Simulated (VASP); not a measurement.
Set up this calculation in VASP 6.6.1, as the native input.

```
Task                   : single point
Functional             : PBE
Potentials or basis    : VASP PAW PBE potentials, release 64 (Ba_sv, F_h, Ca_sv)
Cutoff                 : 910 eV
k mesh                 : 6 × 6 × 6
Occupations            : fermi-dirac, width 0.02 eV
Spin                   : no spin polarisation
Dipole correction      : no
Second run             : hard_potentials
Further INCAR settings : ALGO = Normal; EDIFF = 1e-06; NBANDS = 33
```

The structure of BaCaF4 lies in POSCAR:

```
BaCaF4
1.0
    2.0960419768      1.2101503979      6.7396752941
   -2.0960419768      1.2101503979      6.7396752941
    0.0000000000     -2.4203008008      6.7396752932
Ba F Ca
1 4 1
Direct
    0.0000000000      0.0000000000      0.0000000000
    0.1329359154      0.1329359154      0.1329359154
    0.3842879973      0.3842879973      0.3842879973
    0.6157120027      0.6157120027      0.6157120027
    0.8670640846      0.8670640846      0.8670640846
    0.5000000000      0.5000000000      0.5000000000
```

The input as run:

INCAR

```
ALGO = Normal ; EDIFF = 1E-6
ENCUT = 910 ; GGA = PE
GGA_COMPAT = F ; ISIF = 2
ISMEAR = -1 ; LASPH = T
LCHARG = T ; LELF = T
LREAL = F ; LVHAR = T
LWAVE = F ; NBANDS = 33
NELM = 120 ; PREC = Accurate
SIGMA = 0.02
```

KPOINTS

```
k-points
0
Gamma
  6 6 6
```

Potentials or basis: VASP PAW PBE potentials, release 64 (Ba_sv, F_h, Ca_sv).

The run is started by

```console
$ cat potpaw_PBE.64/Ba_sv/POTCAR potpaw_PBE.64/F_h/POTCAR potpaw_PBE.64/Ca_sv/POTCAR > POTCAR
$ mpirun -np 1 vasp_std > vasp.out
```

Results of the run:

* Pressure: 0.5 GPa
* Largest force: 0.061 eV/Å
* Band gap on the k mesh: 6.39 eV, indirect (least direct gap 6.60 eV)

Caveat: the cutoff is under 1.25 times the usual one of these potentials, so pressure, stress and relaxed cells hold a basis-set (Pulay) error; spin-orbit coupling is left out, which moves the levels of the heavy elements.

Wall time 7.9 min on 1 thread of Intel(R) Xeon(R) Platinum 8375C CPU @ 2.90GHz (Ice Lake), on a shared host, peak memory 0.81 GiB.
